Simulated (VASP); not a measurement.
# NaH (Fm-3m) in VASP: further runs, part 2 of 3

VASP 6.6.1. Earlier steps stand in the parts before.

## (3) Single point, r2SCAN

File POSCAR:

```
NaH
1.0
    0.0000000000      2.3975126521      2.3975126521
    2.3975126521      0.0000000000      2.3975126521
    2.3975126521      2.3975126521      0.0000000000
Na H
1 1
Direct
    0.0000000000      0.0000000000      0.0000000000
    0.5000000000      0.5000000000      0.5000000000
```

File INCAR.step1:

```
PREC = Accurate
ENCUT = 520
ISMEAR = 0
SIGMA = 0.01
LREAL = F
LASPH = T
NELM = 60
NBANDS = 11
GGA = PE
ALGO = Normal
EDIFF = 1E-4
LWAVE = T
LCHARG = F
```

File INCAR.step2:

```
PREC = Accurate
ENCUT = 520
EDIFF = 1E-7
ISMEAR = 0
SIGMA = 0.01
LREAL = F
LASPH = T
NELM = 60
ALGO = Normal
ISIF = 2
LWAVE = F
LCHARG = T
METAGGA = R2SCAN
LMIXTAU = T
LELF = T
LVHAR = T
NBANDS = 11
ISTART = 1
```

File KPOINTS:

```
Automatic mesh
0
Gamma
  10 10 10
```

Potentials or basis: VASP PAW PBE potentials, release 64 (Na_pv, H).

Run with:

```console
$ cat potpaw_PBE.64/Na_pv/POTCAR potpaw_PBE.64/H/POTCAR > POTCAR
$ cp INCAR.step1 INCAR
$ mpirun -np 1 vasp_std > vasp.out
$ cp INCAR.step2 INCAR
$ mpirun -np 1 vasp_std > vasp.out
```

OUTCAR:

```text
PREC = Accurate
   ENCUT = 520
   EDIFF = 1E-7
   ISMEAR = 0
   LREAL = F
   LASPH = T
   NELM = 60
   ISIF = 2
   METAGGA = R2SCAN
   ISTART = 1

 ion  position               nearest neighbor table
   1  0.000  0.000  0.000-
   2  0.500  0.500  0.500-

  LATTYP: Found a face centered cubic cell.
 ALAT       =     4.7950253042

  Lattice vectors:

 A1 = (   0.0000000000,   2.3975126521,   2.3975126521)
 A2 = (   2.3975126521,   0.0000000000,   2.3975126521)
 A3 = (   2.3975126521,   2.3975126521,   0.0000000000)

Analysis of symmetry for initial positions (statically):
=====================================================================
 Subroutine PRICEL returns:
 Original cell was already a primitive cell.

 Routine SETGRP: Setting up the symmetry group for a
 face centered cubic supercell.

 Subroutine GETGRP returns: Found 48 space group operations
 (whereof 48 operations were pure point group operations)
 out of a pool of 48 trial point group operations.

The static configuration has the point symmetry O_h .

Analysis of symmetry for dynamics (positions and initial velocities):
=====================================================================
 Subroutine PRICEL returns:
 Original cell was already a primitive cell.

 Routine SETGRP: Setting up the symmetry group for a
 face centered cubic supercell.

 Subroutine GETGRP returns: Found 48 space group operations
 (whereof 48 operations were pure point group operations)
 out of a pool of 48 trial point group operations.

The dynamic configuration has the point symmetry O_h .

 Subroutine INISYM returns: Found 48 space group operations
 (whereof 48 operations are pure point group operations),
 and found     1 'primitive' translations

----------------------------------------------------------------------------------------

                                     Primitive cell
[... 112 lines left out ...]
  volume/ion in A,a.u.               =      13.78        93.00
  Fermi-wavevector in a.u.,A,eV,Ry     =   1.083928  2.048328 15.985495  1.174901
  Thomas-Fermi vector in A             =   2.220006
   LORBIT       =      0    0 simple, 1 ext, 2 COOP (PROOUT), +10 PAW based schemes
   METAGGA = R2SCAN    functional components
   LHFCALC =     F    Hartree Fock is set to
   AEXX    =    0.0000 exact exchange contribution
   IVDW    =     0    specifies the selected vdW correction
   LEPSILON=     F    determine dielectric tensor
   LRPA    =     F    only Hartree local field effects (RPA)
 non-spin polarized calculation
 Gauss-broadening in eV      SIGMA  =   0.01
  energy-cutoff  :      520.00
  volume of cell :       27.56
 maximum number of plane-waves:       757
 NGX is ok and might be reduce to    28
   NGX = 13   NGY = 13   NGZ = 13

 number of electron       7.9999992 magnetization

 Free energy of the ion-electron system (eV)
  ---------------------------------------------------
  ext. energy  EPLUGINS =         0.00000000
  ---------------------------------------------------
  free energy    TOTEN  =        -7.60244584 eV

  energy without entropy =       -7.60244584  energy(sigma->0) =       -7.60244584

 E-fermi :  -1.3286     XC(G=0):  -8.2242

 val. band max:       -1.3990749654   @ k =  -0.3000   0.5000   0.2000
 cond. band min:       3.0291531938   @ k =   0.5000   0.0000   0.0000
 fundamental gap:      4.4282281592
 Fermi energy:        -1.3286402535

 k-point     1 :       0.0000    0.0000    0.0000
  band No.  band energies     occupation
      1     -24.2390      2.00000
      2     -24.2386      2.00000
      3     -24.2386      2.00000
      4      -4.9973      2.00000
      5      10.2745      0.00000
      6      15.1470      0.00000
      7      15.1470      0.00000
      8      15.1470      0.00000
      9      16.1301      0.00000
     10      16.1301      0.00000
     11      16.1301      0.00000
[... 309 lines left out ...]
 k-point    24 :       0.4000    0.3000    0.0000
  band No.  band energies     occupation
      1     -24.3084      2.00000
      2     -24.2661      2.00000
      3     -24.2635      2.00000
      4      -2.4928      2.00000
      5       5.1274      0.00000
      6       8.6532      0.00000
      7      10.7080      0.00000
      8      11.6684      0.00000
      9      13.8736      0.00000
     10      20.9902      0.00000
     11      22.4512      0.00000

 [... further k-points ...]
[... 5 lines left out ...]
  --------------------------------------------------------------------------------------
  -------------------------------------------------------------------------------------
  Total       -0.0524539     -0.0524539     -0.0524539     -0.0000000     -0.0000000      0.0000000
  in kB       -3.0491260     -3.0491260     -3.0491260     -0.0000000     -0.0000000      0.0000000
  external PRESSURE =      -3.0491260 kB  Pullay stress =       0.0000000 kB

 VOLUME and BASIS-vectors are now :
 -----------------------------------------------------------------------------
  energy-cutoff  :      520.00
  volume of cell :       27.56
      direct lattice vectors                 reciprocal lattice vectors
     0.000000000  2.397512652  2.397512652    -0.208549473  0.208549473  0.208549473
     2.397512652  0.000000000  2.397512652     0.208549473 -0.208549473  0.208549473
     2.397512652  2.397512652  0.000000000     0.208549473  0.208549473 -0.208549473

 POSITION                                       TOTAL-FORCE (eV/Angst)
 -----------------------------------------------------------------------------------
      0.00000      0.00000      0.00000         0.000000      0.000000      0.000000
      2.39751      2.39751      2.39751         0.000000      0.000000      0.000000
 -----------------------------------------------------------------------------------
    total drift:                               -0.000000     -0.000000     -0.000000

  FREE ENERGIE OF THE ION-ELECTRON SYSTEM (eV)
  ---------------------------------------------------
  free  energy   TOTEN  =        -7.6024458423 eV

  energy  without entropy=       -7.6024458423  energy(sigma->0) =       -7.60244584
```

It took 38 s on 1 thread of Intel Xeon 6975P-C (Granite Rapids), shared host; peak memory 0.16 GiB.

Results:

```
Free energy            : -7.6024 eV
Pressure               : -0.3 GPa
Band gap on the k mesh : 4.43 eV, indirect (least direct gap 5.26 eV)
```

Levels at points of the mesh, in eV from the valence-band top:
```
           k point  band 1  band 2  band 3  band 4  band 5  band 6  band 7  band 8  band 9
(0.00, 0.00, 0.00)  -22.84  -22.84  -22.84   -3.60   11.67   16.55   16.55   16.55   17.53
(0.50, 0.00, 0.00)  -22.94  -22.85  -22.85   -0.83    4.43   11.87   14.08   14.08   17.87
(0.50, 0.50, 0.00)  -22.92  -22.87  -22.87   -0.16    5.26   10.81   11.55   11.55   13.32
```

Caveat: the PAW data sets were made with another functional, which shifts forces and pressure a little. r2SCAN opens gaps a little over a GGA but as a rule still falls short of measured ones.

## (4) Relaxation of cell and atoms, PBE

This run uses another cell than the first one, of 13.59 Å³/atom, 0.986 times its volume.

File INCAR:

```
SYSTEM = NaH
PREC = Accurate
ENCUT = 600
EDIFF = 1E-6
ISMEAR = -1
SIGMA = 0.02
LREAL = .FALSE.
LASPH = .TRUE.
NELM = 80
ALGO = Normal
ISIF = 3
LWAVE = .FALSE.
LCHARG = .FALSE.
GGA = PE
IBRION = 2
NSW = 80
EDIFFG = -0.005
```

File KPOINTS:

```
regular mesh
0
G
  8 8 8
  0 0 0
```

File POSCAR:

```
NaH
1.0
    0.0000000000      2.3864216652      2.3864216652
    2.3864216652      0.0000000000      2.3864216652
    2.3864216652      2.3864216652      0.0000000000
Na H
1 1
Direct
    0.0000000000      0.0000000000      0.0000000000
    0.5000000000      0.5000000000      0.5000000000
```

Run with:

```console
$ cat potpaw_PBE.64/Na_pv/POTCAR potpaw_PBE.64/H/POTCAR > POTCAR
$ mpirun -np 1 vasp_std > vasp.out
```

Run time: 12 s. Hardware: 1 thread of Intel Xeon 6975P-C (Granite Rapids), shared host; peak memory 0.15 GiB.

It converged, with:

```
Free energy                            : -5.0878 eV
Relaxed volume                         : 14.10 Å³/atom
Relaxed cell                           : a = 3.416 Å, b = 3.416 Å, c = 3.416 Å, α = 60.00°, β = 60.00°, γ = 60.00°
Space group after relaxing (to 0.05 Å) : Fm-3m (No. 225)
Energy gained by relaxing              : 1.5 meV/atom
Ionic steps                            : 6
Pressure after relaxing                : 0.0 GPa
Band gap on the k mesh                 : 3.76 eV, indirect (least direct gap 4.62 eV)
```

Step by step:
| step | energy change (eV) | largest force (eV/Å) | pressure (GPa) | volume (Å³) |
| --- | --- | --- | --- | --- |
| 1 | 0.0000 | 0.0000 | 0.94 | 27.18 |
| 2 | -0.0015 | 0.0000 | 0.62 | 27.50 |
| 3 | -0.0029 | 0.0000 | 0.15 | 28.05 |
| 4 | -0.0029 | 0.0000 | -0.07 | 28.23 |
| 5 | -0.0029 | 0.0000 | 0.06 | 28.17 |
| 6 | -0.0029 | 0.0000 | 0.00 | 28.19 |

Final structure:
```cif
data_structure
_symmetry_space_group_name_H-M 'P 1'
_symmetry_Int_Tables_number 1
_cell_length_a 3.4163
_cell_length_b 3.4163
_cell_length_c 3.4163
_cell_angle_alpha 60.000
_cell_angle_beta 60.000
_cell_angle_gamma 60.000
_cell_volume 28.19
loop_
_atom_site_label
_atom_site_type_symbol
_atom_site_fract_x
_atom_site_fract_y
_atom_site_fract_z
_atom_site_occupancy
Na1 Na 0.00000 0.00000 0.00000 1
H1 H 0.50000 0.50000 0.50000 1
```

Levels at points of the mesh, in eV from the valence-band top:
```csv
k point,band 1,band 2,band 3,band 4,band 5,band 6,band 7,band 8
"(0.00, 0.00, 0.00)",-22.10,-22.10,-22.10,-3.62,10.42,15.61,15.61,15.61
"(0.50, 0.00, 0.00)",-22.19,-22.11,-22.11,-0.86,3.76,10.79,13.39,13.39
"(0.50, 0.50, 0.00)",-22.18,-22.13,-22.13,-0.18,4.64,10.04,10.68,10.68
```

[end of part 2 of 3]
